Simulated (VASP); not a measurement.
Runs of VASP 6.6.1 on GaN. The structure is that of space group P6_3mc (No. 186), or close to it. The cells are those of the table. 

```tsv
level	cell	smearing	gap on the mesh (eV)	pressure (GPa)	largest force (eV/Å)
PBE	a = 3.218, b = 3.218, c = 5.243 Å, angles 90.0, 90.0, 120.0°, 4 atoms	gaussian 0.02 eV	1.72	0.1	-
PBE	a = 3.411, b = 3.411, c = 5.105 Å, angles 90.0, 90.0, 120.0°, 4 atoms	gaussian 0.02 eV	0.95	-12.1	-
PBE	a = 3.025, b = 3.025, c = 5.432 Å, angles 90.0, 90.0, 120.0°, 4 atoms	gaussian 0.02 eV	1.65	(c)	0.44
PBE	a = 3.025, b = 3.025, c = 5.391 Å, angles 90.0, 90.0, 120.0°, 4 atoms	gaussian 0.02 eV	1.72	(a)	0.01
PBE	a = 3.283, b = 3.283, c = 5.197 Å, angles 90.0, 90.0, 120.0°, 4 atoms	gaussian 0.02 eV	1.47	-4.8	-
PBE	a = 3.411, b = 3.411, c = 5.054 Å, angles 90.0, 90.0, 120.0°, 4 atoms	gaussian 0.02 eV	(d)	(b)	0.30
PBE	a = 3.218, b = 3.218, c = 5.243 Å, angles 90.0, 90.0, 120.0°, 4 atoms	gaussian 0.01 eV	1.72	0.1	-
PBE+D3(BJ)	a = 3.218, b = 3.218, c = 5.243 Å, angles 90.0, 90.0, 120.0°, 4 atoms	gaussian 0.02 eV	1.72	-3.4	-
```

Alike in all rows: task single point; potentials or basis VASP PAW PBE potentials, release 64 (Ga_d, N); no spin polarisation; k mesh 12 × 12 × 6; cutoff (eV) 520.

Problem. Estimate the missing entries.

Solution. (a) 19.8; (b) -10.3; (c) 19.1; (d) 1.04.

A k mesh can miss the band edges, and the runs leave out spin-orbit coupling on Ga.
